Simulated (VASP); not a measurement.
Input of a VASP 6.6.1 run:

INCAR

```
SYSTEM = Na2S
PREC = Accurate
ENCUT = 500
EDIFF = 1E-6
ISMEAR = 0
SIGMA = 0.01
LREAL = .False.
LASPH = .True.
NELM = 120
ALGO = Normal
ISIF = 2
LWAVE = .False.
LCHARG = .False.
GGA = PS
NBANDS = 17
GGA_COMPAT = .False.
```

The input KPOINTS:

```
regular mesh
0
Gamma
  6 6 6
  0 0 0
```

File POSCAR:

```
Na2S
1.0
    2.9628299537      2.9628299537      0.0000000000
   -2.9628299537      2.9628299537      0.0000000000
    0.0000000000      2.9628299537      2.9628299537
Na S
2 1
Direct
    0.2500000000      0.7500000000      0.5000000000
    0.7500000000      0.2500000000      0.5000000000
    0.0000000000      0.0000000000      0.0000000000
```

Potentials or basis: VASP PAW PBE potentials, release 64 (Na_pv, S).

Launch:

```console
$ cat potpaw_PBE.64/Na_pv/POTCAR potpaw_PBE.64/S/POTCAR > POTCAR
$ mpirun -np 1 vasp_std > vasp.out
```

Task: Estimate the band gap on the k mesh.

Result: 3.46 eV, direct.

Task: Estimate the pressure.

Result: 15.2 GPa.

Caveat: the PAW data sets were made with another functional, which shifts forces and pressure a little. A hybrid or GW would open this gap; PBEsol tends to underestimate it.
